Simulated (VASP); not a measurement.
# H14CO8 in VASP: notebook, part 2 of 2

VASP 6.6.1. The steps go on from the part before.

## (3) Single point, r2SCAN+D3(BJ)

This run uses another cell than the first one, of 7.19 Å³/atom.

File POSCAR:

```
H14CO8
1.0
    5.4899210000      0.0000000000      0.0000000000
    0.0000000000      5.4899210000      0.0000000000
    0.0000000000      0.0000000000      5.4899210000
O H C
8 14 1
Direct
    0.3446315530      0.1379619124      0.5301715635
    0.3544313297      0.3451233633      0.0527694297
    0.7175148786      0.8987743175      0.3776739228
    0.5416653537      0.7974249538      0.8362597567
    0.1994199917      0.8424711394      0.2288375370
    0.8482635725      0.1852485673      1.0024734418
    1.1314370462      0.5417382144      0.6893723972
    0.9087926766      0.4111534574      0.3735026424
    0.2588015383      0.1238633489      0.3725372369
    0.5197524700      0.1269781478      0.4706989408
    0.3866904460      0.4821016550     -0.0607112561
    0.1847567570      0.3188752625      0.0745548069
    0.8226347884      0.8824352846      0.2268885108
    0.5926314787      0.7809766297      0.3614077507
    0.4764731587      0.7947291045      0.9971181735
    0.4510629570      0.9247856208      0.7630164441
    0.1450111942      0.8138550628      0.3860711293
    0.1228979433      0.7086987226      0.1298925795
    0.7548742505      0.2575446896      1.1335682244
    0.7358575834      0.0701467289      0.9352957902
    1.2824046102      0.4802072744      0.5873126407
    0.7502293749      0.5423939616      0.6803376588
    0.9167162879      0.4735587270      0.5796804726
```

File INCAR.step1:

```
SYSTEM = H14CO8
PREC = Accurate
ENCUT = 520
ISMEAR = -1
SIGMA = 0.05
LREAL = Auto
LASPH = .True.
NELM = 60
NBANDS = 50
GGA = PE
ALGO = Normal
EDIFF = 1E-4
LWAVE = .True.
LCHARG = .False.
```

File INCAR.step2:

```
SYSTEM = H14CO8
PREC = Accurate
ENCUT = 520
EDIFF = 1E-6
ISMEAR = -1
SIGMA = 0.05
LREAL = Auto
LASPH = .True.
NELM = 60
ALGO = Normal
ISIF = 2
LWAVE = .False.
LCHARG = .True.
METAGGA = R2SCAN
LMIXTAU = .True.
IVDW = 12
VDW_S6 = 1.0
VDW_S8 = 0.78981345
VDW_A1 = 0.49484001
VDW_A2 = 5.73083694
LELF = .True.
LVHAR = .True.
NBANDS = 50
ISTART = 1
```

File KPOINTS:

```
Automatic mesh
0
Gamma
  1 1 1
  0 0 0
```

Potentials or basis: VASP PAW PBE potentials, release 64 (O, H, C).

The run is started by

```sh
$ cat potpaw_PBE.64/O/POTCAR potpaw_PBE.64/H/POTCAR potpaw_PBE.64/C/POTCAR > POTCAR
$ cp INCAR.step1 INCAR
$ mpirun -np 1 vasp_gam > vasp.out
$ cp INCAR.step2 INCAR
$ mpirun -np 1 vasp_gam > vasp.out
```

OUTCAR:

```text
SYSTEM = H14CO8
   PREC = Accurate
   ENCUT = 520
   EDIFF = 1E-6
   ISMEAR = -1
   LREAL = Auto
   LASPH = .True.
   NELM = 60
   ISIF = 2
   METAGGA = R2SCAN
   IVDW = 12
   ISTART = 1
 IVDW          = 12

 ion  position               nearest neighbor table
   1  0.345  0.138  0.530-   9 0.99  10 1.02
   2  0.354  0.345  0.053-  12 0.95  11 0.99
   3  0.718  0.899  0.378-  14 0.95  13 1.01
   4  0.542  0.797  0.836-  16 0.95  15 0.95
   5  0.199  0.842  0.229-  17 0.93  18 1.01
   6  0.848  0.185  0.002-  20 0.96  19 0.97
   7  0.131  0.542  0.689-  21 1.06  23 1.38
   8  0.909  0.411  0.374-  23 1.18
   9  0.259  0.124  0.373-   1 0.99
  10  0.520  0.127  0.471-   1 1.02
  11  0.387  0.482  0.939-   2 0.99
  12  0.185  0.319  0.075-   2 0.95
  13  0.823  0.882  0.227-   3 1.01
  14  0.593  0.781  0.361-   3 0.95
  15  0.476  0.795  0.997-   4 0.95
  16  0.451  0.925  0.763-   4 0.95
  17  0.145  0.814  0.386-   5 0.93
  18  0.123  0.709  0.130-   5 1.01
  19  0.755  0.258  0.134-   6 0.97
[... 209 lines left out ...]
 cond. band min:       3.4467153125   @ k =   0.0000   0.0000   0.0000
 fundamental gap:      5.4202760835
 Fermi energy:        -0.7261155518

 k-point     1 :       0.0000    0.0000    0.0000
  band No.  band energies     occupation
      1     -24.6131      2.00000
      2     -22.9704      2.00000
      3     -22.4600      2.00000
      4     -22.2599      2.00000
      5     -21.9716      2.00000
      6     -21.3584      2.00000
[... 37 lines left out ...]
     44      10.1916      0.00000
     45      10.3259      0.00000
 [bands above 45 left out]

------------------------ aborting loop because EDIFF is reached ----------------------------------------

 Edisp (eV)   -0.60820

 E8    (eV) :    -0.0911

  FORCE on cell =-STRESS in cart. coord.  units (eV):
  Direction    XX          YY          ZZ          XY          YZ          ZX
  --------------------------------------------------------------------------------------
  -------------------------------------------------------------------------------------
  Total      -0.16444     4.40536     8.31076    -0.41089     0.80014     2.34066
  in kB      -1.59229    42.65738    80.47350    -3.97862     7.74784    22.66473
  external pressure =       40.51 kB  Pullay stress =        0.00 kB

 VOLUME and BASIS-vectors are now :
 -----------------------------------------------------------------------------
  energy-cutoff  :      520.00
  volume of cell :      165.46
      direct lattice vectors                 reciprocal lattice vectors
     5.489921000  0.000000000  0.000000000     0.182151984  0.000000000  0.000000000
     0.000000000  5.489921000  0.000000000     0.000000000  0.182151984  0.000000000
     0.000000000  0.000000000  5.489921000     0.000000000  0.000000000  0.182151984

 POSITION                                       TOTAL-FORCE (eV/Angst)
 -----------------------------------------------------------------------------------
      1.89200      0.75740      2.91060         1.413592      0.622070     -0.775810
      1.94580      1.89470      0.28970         2.005182      1.133353      0.023119
      3.93910      4.93420      2.07340         1.896096      0.297639     -1.289755
      2.97370      4.37780      4.59100         1.002895     -0.879803      0.535100
      1.09480      4.62510      1.25630        -0.111392     -1.590762     -3.740829
      4.65690      1.01700      0.01358         0.092106      0.026461     -0.412380
[... 15 lines left out ...]
      4.11870      2.97770      3.73500         1.011454     -0.779896      0.126031
      5.03270      2.59980      3.18240         0.621233      2.630053      2.698597
 -----------------------------------------------------------------------------------
    total drift:                               -0.004904     -0.003773     -0.001384

  FREE ENERGIE OF THE ION-ELECTRON SYSTEM (eV)
  ---------------------------------------------------
  free  energy   TOTEN  =      -125.9584296310 eV

  energy  without entropy=     -125.9584296310  energy(sigma->0) =     -125.95842963
```

OSZICAR.step1:

```text
N       E                     dE             d eps       ncg     rms          rms(c)
DAV:   1     0.522482178556E+03    0.52248E+03   -0.39303E+04   100   0.128E+03
DAV:   2    -0.830041612741E+02   -0.60549E+03   -0.58659E+03   134   0.320E+02
DAV:   3    -0.125040425376E+03   -0.42036E+02   -0.41761E+02   128   0.872E+01
DAV:   4    -0.125571329653E+03   -0.53090E+00   -0.53026E+00   120   0.107E+01
DAV:   5    -0.125577307908E+03   -0.59783E-02   -0.59766E-02   136   0.116E+00    0.210E+01
DAV:   6    -0.115159789747E+03    0.10418E+02   -0.29300E+01   112   0.264E+01    0.821E+00
DAV:   7    -0.114941561303E+03    0.21823E+00   -0.13678E+00   120   0.570E+00    0.507E+00
DAV:   8    -0.114850604546E+03    0.90957E-01   -0.33944E-01   128   0.335E+00    0.662E-01
DAV:   9    -0.114847422337E+03    0.31822E-02   -0.35258E-02   128   0.117E+00    0.304E-01
DAV:  10    -0.114849860385E+03   -0.24380E-02   -0.11869E-02   120   0.608E-01    0.144E-01
DAV:  11    -0.114850302195E+03   -0.44181E-03   -0.12363E-03   112   0.213E-01    0.670E-02
DAV:  12    -0.114850607751E+03   -0.30556E-03   -0.42582E-04    96   0.119E-01    0.281E-02
DAV:  13    -0.114850656352E+03   -0.48601E-04   -0.53991E-05    88   0.499E-02
   1 F= -.11485066E+03 E0= -.11485066E+03  d E =-.142050E-10
```

It took 71 s on 1 thread of Intel Xeon Platinum 8488C (Sapphire Rapids), shared host; peak memory 0.26 GiB.

What came out:

| Property | Result |
| --- | --- |
| Free energy | -125.9584 eV |
| Pressure | 4.1 GPa |
| Largest force | 4.067 eV/Å |
| Dispersion energy per atom | -0.026 eV |

Forces on the atoms (eV/Å):
```
O    1.414  0.622 -0.776
O    2.005  1.133  0.023
O    1.896  0.298 -1.290
O    1.003 -0.880  0.535
O   -0.111 -1.591 -3.741
O    0.092  0.026 -0.412
O   -0.013 -0.242 -1.428
O   -0.051 -1.241 -2.093
H    0.424  0.214  0.908
H   -1.357 -0.140  0.423
H   -0.726 -1.447  0.859
H   -0.902  0.091 -0.580
H   -1.114  0.656  1.500
H   -0.701 -0.722  0.021
H   -0.422  0.096  0.960
H   -1.054  1.097 -1.120
H   -0.627 -0.529  2.390
H    0.717  1.109  0.769
H    0.223  0.098 -0.160
H   -0.201 -0.453 -0.689
H   -2.127 -0.045  1.076
H    1.011 -0.780  0.126
C    0.621  2.630  2.699
```

Caveat: the k points lie up to 1.14 Å⁻¹ apart, too coarse for converged energies, forces and pressures; the atoms stand as in a frame of molecular dynamics; the PAW data sets were made with another functional, which shifts forces and pressure a little.

## (4) Single point, r2SCAN+D3(BJ)

This run uses another cell than the first one, of 8.10 Å³/atom.

File POSCAR:

```
H14CO8
1.0
    5.7111600000      0.0000000000      0.0000000000
    0.0000000000      5.7111600000      0.0000000000
    0.0000000000      0.0000000000      5.7111600000
O H C
8 14 1
Direct
    0.3489308652      0.1434734800      0.5512540360
    0.3653723587      0.3305808277      0.0952521029
    0.7181903501      0.9103929850      0.3511720911
    0.5560691698      0.7897870135      0.8363975094
    0.2339979969      0.8377107278      0.2021305654
    0.8521036007      0.1990838989      0.9920226364
    1.1329046989      0.5288242669      0.6839241065
    0.9049299967      0.4111599045      0.3902884878
    0.2772641635      0.2151927104      0.4090762647
    0.5188438076      0.1006800720      0.4884997093
    0.4196345401      0.3843702505     -0.0438089635
    0.2046869638      0.2969449289      0.0655908782
    0.7293264416      0.9968552798      0.1972278837
    0.5735087093      0.8211116481      0.3147346599
    0.4365663018      0.7459430308      0.9535540941
    0.4694142696      0.8681949026      0.7139180132
    0.2079787644      0.9086245176      0.3524152712
    0.0980711449      0.7585149077      0.1803486507
    0.7921508065      0.3029507140      1.1254105996
    0.7123071320      0.1505473494      0.9031440198
    1.2380847323      0.4363912060      0.5745067552
    0.7714544856      0.4792021236      0.7133051779
    0.9207936741      0.4744570280      0.5869385554
```

File INCAR.step1:

```
ALGO = Normal ; EDIFF = 1E-4
ENCUT = 520 ; GGA = PE
ISMEAR = -1 ; LASPH = T
LCHARG = F ; LREAL = Auto
LWAVE = T ; NBANDS = 50
NELM = 60 ; PREC = Accurate
SIGMA = 0.05
```

File INCAR.step2:

```
ALGO = Normal ; EDIFF = 1E-6
ENCUT = 520 ; ISIF = 2
ISMEAR = -1 ; ISTART = 1
IVDW = 12 ; LASPH = T
LCHARG = F ; LMIXTAU = T
LREAL = Auto ; LWAVE = F
METAGGA = R2SCAN ; NBANDS = 50
NELM = 60 ; PREC = Accurate
SIGMA = 0.05 ; VDW_A1 = 0.49484001
VDW_A2 = 5.73083694 ; VDW_S6 = 1.0
VDW_S8 = 0.78981345
```

File KPOINTS:

```
k-points
0
Gamma
  1 1 1
```

The run is started by

```sh
$ cat potpaw_PBE.64/O/POTCAR potpaw_PBE.64/H/POTCAR potpaw_PBE.64/C/POTCAR > POTCAR
$ cp INCAR.step1 INCAR
$ mpirun -np 1 vasp_gam > vasp.out
$ cp INCAR.step2 INCAR
$ mpirun -np 1 vasp_gam > vasp.out
```

It took 71 s on 1 thread of Intel Xeon Platinum 8488C (Sapphire Rapids), shared host; peak memory 0.26 GiB.

Results (log left out):

```
Free energy                : -126.3110 eV
Pressure                   : 1.6 GPa
Largest force              : 3.809 eV/Å
Dispersion energy per atom : -0.023 eV
```

Forces in eV/Å, atoms in the order of the input:
```
O    1.713  0.007 -1.529
O   -0.551 -0.824  3.262
O   -1.511  0.363 -1.237
O   -0.282 -0.464  0.524
O    2.561  1.234  0.363
O   -1.568  0.699  0.973
O   -0.789 -0.736 -1.168
O   -0.164 -0.887 -2.708
H    0.761 -0.773  0.547
H   -1.844  0.455  0.403
H    1.190  1.369 -3.134
H   -0.739 -0.270 -0.324
H    0.698 -0.445  1.054
H    0.862  0.003  0.416
H    0.379  0.660 -0.468
H   -0.265 -0.149  0.238
H    0.183  0.324  0.499
H   -3.080 -2.068 -0.863
H    0.765 -1.023 -1.533
H    0.711 -0.092  0.402
H    0.055  1.137  1.289
H    0.613  0.638 -0.460
C    0.302  0.843  3.454
```

Stress tensor (GPa, compression positive):
```
-1.25  2.20  0.15
 2.20  2.63  0.37
 0.15  0.37  3.44
```

Levels at points of the mesh, in eV from the Fermi level:
```
           k point  band 30  band 31  band 32  band 33  band 34  band 35  band 36  band 37
(0.00, 0.00, 0.00)    -1.84    -1.65    -1.33    -1.30     4.62     4.72     7.46     8.09
```

Caveat: the k points lie up to 1.10 Å⁻¹ apart, too coarse for converged energies, forces and pressures; the atoms stand as in a frame of molecular dynamics; the PAW data sets were made with another functional, which shifts forces and pressure a little.

## (5) Single point, r2SCAN+D3(BJ)

This run uses another cell than the first one, of 8.45 Å³/atom.

File POSCAR:

```
H14CO8
1.0
    5.7929360000      0.0000000000      0.0000000000
    0.0000000000      5.7929360000      0.0000000000
    0.0000000000      0.0000000000      5.7929360000
O H C
8 14 1
Direct
    0.3729714949      0.1605230923      0.5284712277
    0.3787371378      0.3498743988      0.0982058148
    0.7183749311      0.9225546424      0.3654968741
    0.5184590336      0.7761176716      0.8685233187
    0.2327662519      0.8159247746      0.2128454380
    0.8435446206      0.1808236790      0.9779496960
    1.1017383931      0.5418495906      0.7057906388
    0.9058446356      0.4130375340      0.4005740785
    0.3355811285      0.2507709390      0.3904583099
    0.5315611980      0.1436404614      0.5018698636
    0.3209598725      0.4971227025      0.0197309275
    0.2600408498      0.2406379080      0.1050072019
    0.7768599550      1.0102994406      0.2291756719
    0.5884926055      0.8389700836      0.3009700090
    0.4236711747      0.8495346746      0.9779151712
    0.4562453305      0.8549895942      0.7351194627
    0.2563466954      0.9034278991      0.3516006391
    0.1120502626      0.7092776444      0.2434516798
    0.7313735211      0.2648570604      1.0639164665
    0.7396594749      0.0614368949      0.9133883060
    1.2288587342      0.4417276490      0.6567999370
    0.7433881541      0.5220668759      0.6802250189
    0.9087792442      0.4883706639      0.5891658392
```

File INCAR.step1:

```
PREC     = Accurate       # precision mode
ENCUT    = 520            # plane-wave cutoff, eV
ISMEAR   = -1             # smearing method
SIGMA    = 0.05           # smearing width, eV
LREAL    = Auto         
LASPH    = T              # aspherical terms in the spheres
NELM     = 100            # most SCF steps
NBANDS   = 50             # bands
GGA      = PE             # functional
ALGO     = Normal         # electronic algorithm
EDIFF    = 1E-4           # SCF threshold, eV
LWAVE    = T              # write WAVECAR
LCHARG   = F              # write CHGCAR
```

File INCAR.step2:

```
PREC     = Accurate       # precision mode
ENCUT    = 520            # plane-wave cutoff, eV
EDIFF    = 1E-7           # SCF threshold, eV
ISMEAR   = -1             # smearing method
SIGMA    = 0.05           # smearing width, eV
LREAL    = Auto         
LASPH    = T              # aspherical terms in the spheres
NELM     = 100            # most SCF steps
ALGO     = Normal         # electronic algorithm
ISIF     = 2              # what is computed and relaxed
LWAVE    = F              # write WAVECAR
LCHARG   = F              # write CHGCAR
METAGGA  = R2SCAN         # meta-GGA
LMIXTAU  = T            
IVDW     = 12             # dispersion correction
VDW_S6   = 1.0          
VDW_S8   = 0.78981345   
VDW_A1   = 0.49484001   
VDW_A2   = 5.73083694   
NBANDS   = 50             # bands
ISTART   = 1
```

File KPOINTS:

```
Automatic mesh
0
Gamma
  1 1 1
```

The run is started by

```sh
$ cat potpaw_PBE.64/O/POTCAR potpaw_PBE.64/H/POTCAR potpaw_PBE.64/C/POTCAR > POTCAR
$ cp INCAR.step1 INCAR
$ mpirun -np 1 vasp_gam > vasp.out
$ cp INCAR.step2 INCAR
$ mpirun -np 1 vasp_gam > vasp.out
```

Wall time 88 s (1 thread of Intel Xeon Platinum 8488C (Sapphire Rapids), shared host); peak memory 0.33 GiB.

Results (log left out):

- Free energy: -127.0028 eV
- Pressure: 3.1 GPa
- Largest force: 3.684 eV/Å
- Dispersion energy per atom: -0.022 eV

Forces on the atoms (eV/Å):
```
O   -2.301  0.689  0.225
O    0.925  2.729 -0.684
O    0.191  0.338 -0.765
O    0.971  0.180 -1.573
O    0.507  0.376 -0.335
O   -0.432 -1.466 -0.572
O   -0.300  0.222  0.617
O    0.380 -1.432 -3.373
H   -0.180  0.191  0.226
H    2.366 -0.679 -0.076
H    0.690 -2.104  1.011
H   -1.782 -0.876 -0.704
H    0.225 -0.442  0.791
H    0.248 -0.274  0.150
H   -1.215  0.215  1.859
H    0.261 -0.245 -0.643
H   -0.205  0.515  0.724
H   -0.772 -0.578  0.141
H   -0.483  1.260  0.436
H    0.789  0.159 -0.277
H    0.166 -0.139 -0.314
H    0.671  0.333  0.377
C   -0.723  1.027  2.759
```

Stress tensor (GPa, compression positive):
```
 2.58 -0.68 -2.03
-0.68  0.37  4.07
-2.03  4.07  6.48
```

Levels at points of the mesh, in eV from the Fermi level:
```csv
k point,band 30,band 31,band 32,band 33,band 34,band 35,band 36,band 37
"(0.00, 0.00, 0.00)",-1.98,-1.78,-1.52,-1.29,4.54,5.01,7.96,8.34
```

Caveat: the k points lie up to 1.08 Å⁻¹ apart, too coarse for converged energies, forces and pressures; the PAW data sets were made with another functional, which shifts forces and pressure a little.

## (6) Single point, r2SCAN+D3(BJ)

This run uses another cell than the first one, of 8.45 Å³/atom.

File POSCAR:

```
H14CO8
1.0
    5.7929360000      0.0000000000      0.0000000000
    0.0000000000      5.7929360000      0.0000000000
    0.0000000000      0.0000000000      5.7929360000
O H C
8 14 1
Direct
    0.3730750694      0.1575021716      0.5400025134
    0.3789960738      0.3345971715      0.1262917457
    0.6944319772      0.9244535068      0.3536548652
    0.5414352929      0.7795701523      0.8591153087
    0.2398956246      0.8266102025      0.1946508644
    0.8486715545      0.1882119878      0.9769484766
    1.1103178078      0.5420740019      0.6972112242
    0.9016326091      0.4077897633      0.4065468702
    0.3857801985      0.2445564736      0.3975358954
    0.5266759377      0.0750741938      0.5242246764
    0.3865224819      0.4668099216      0.0132747885
    0.2837939173      0.2146407279      0.0616958309
    0.8145265199      1.0023414724      0.2505120029
    0.6372243712      0.7973159034      0.2610420692
    0.4036122616      0.7499823923      0.9535924443
    0.4743018048      0.7768254301      0.7015440875
    0.2582455598      0.9389711884      0.3166270092
    0.0888668544      0.7647935347      0.1980860828
    0.7562659073      0.3196479298      1.0212783293
    0.7177362222      0.1272757027      0.8830064755
    1.2286515853      0.4429705421      0.6144897855
    0.7534693979      0.5502391188      0.6875788029
    0.9048606786      0.4902695283      0.5936885890
```

File INCAR.step1:

```
  ALGO = Normal
  EDIFF = 1E-4
  ENCUT = 520
  GGA = PE
  ISMEAR = -1
  LASPH = T
  LCHARG = F
  LREAL = Auto
  LWAVE = T
  NBANDS = 50
  NELM = 100
  PREC = Accurate
  SIGMA = 0.05
```

File INCAR.step2:

```
  ALGO = Normal
  EDIFF = 1E-6
  ENCUT = 520
  ISIF = 2
  ISMEAR = -1
  ISTART = 1
  IVDW = 12
  LASPH = T
  LCHARG = F
  LMIXTAU = T
  LREAL = Auto
  LWAVE = F
  METAGGA = R2SCAN
  NBANDS = 50
  NELM = 100
  PREC = Accurate
  SIGMA = 0.05
  VDW_A1 = 0.49484001
  VDW_A2 = 5.73083694
  VDW_S6 = 1.0
  VDW_S8 = 0.78981345
```

File KPOINTS:

```
k-points
0
Gamma
  1 1 1
```

Potentials or basis: VASP PAW PBE potentials, release 64 (O, H, C).

The run is started by

```sh
$ cat potpaw_PBE.64/O/POTCAR potpaw_PBE.64/H/POTCAR potpaw_PBE.64/C/POTCAR > POTCAR
$ cp INCAR.step1 INCAR
$ mpirun -np 1 vasp_gam > vasp.out
$ cp INCAR.step2 INCAR
$ mpirun -np 1 vasp_gam > vasp.out
```

Run time: 83 s. Hardware: 1 thread of Intel Xeon Platinum 8488C (Sapphire Rapids), shared host; peak memory 0.32 GiB.

The run converged. Its results:

```
Free energy                : -126.7539 eV
Pressure                   : 0.1 GPa
Largest force              : 2.563 eV/Å
Dispersion energy per atom : -0.022 eV
```

Forces on the atoms (eV/Å):
```
O    0.927 -0.639  0.393
O    0.618  1.710 -1.303
O    2.048  0.124 -0.958
O   -0.801 -0.606 -1.279
O    0.542 -0.071 -0.468
O   -1.667 -0.337 -1.261
O    0.233 -0.632 -0.129
O   -0.574 -1.213 -2.184
H   -0.178  0.507 -0.483
H   -1.015  0.475  0.095
H   -0.418 -1.847  1.268
H   -0.281  0.099 -0.486
H   -1.638 -0.264  0.846
H   -0.055  0.176  0.090
H    0.118  1.032  0.208
H    0.546  0.168  1.052
H   -0.139  0.231  0.603
H   -0.790 -0.432  0.235
H    0.574  0.586  1.063
H    1.256 -0.824  0.367
H   -0.762  0.494  0.624
H    0.052  0.058  0.461
C    1.406  1.204  1.248
```

Stress tensor (GPa, compression positive):
```
-2.01 -0.47 -0.54
-0.47  0.48  2.67
-0.54  2.67  1.82
```

Levels at points of the mesh, in eV from the Fermi level:
```
           k point  band 31  band 32  band 33  band 34  band 35  band 36
(0.00, 0.00, 0.00)    -1.80    -1.73    -1.24     4.06     4.75     7.21
```

Caveat: the k points lie up to 1.08 Å⁻¹ apart, too coarse for converged energies, forces and pressures; the PAW data sets were made with another functional, which shifts forces and pressure a little.

## (7) The runs side by side

```csv
cell,pressure (GPa),largest force (eV/Å)
"a = 5.247 Å, 23 atoms, atomic positions A",10.1,3.72
"a = 5.490 Å, 23 atoms, atomic positions B",4.1,4.07
"a = 5.711 Å, 23 atoms, atomic positions C",1.6,3.81
"a = 5.793 Å, 23 atoms, atomic positions D",3.1,3.68
"a = 5.793 Å, 23 atoms, atomic positions E",0.1,2.56
```

Alike in all rows: task single point; level r2SCAN+D3(BJ); potentials or basis VASP PAW PBE potentials, release 64 (O, H, C); no spin polarisation; k mesh 1 × 1 × 1; cutoff (eV) 520; smearing fermi-dirac 0.05 eV.

Caveats: all runs use coarse meshes; the PAW data sets were made with another functional, which shifts forces and pressure a little; the atoms stand as in a frame of molecular dynamics (at least some runs).

Absolute energies hang on the potentials; compare differences alone.
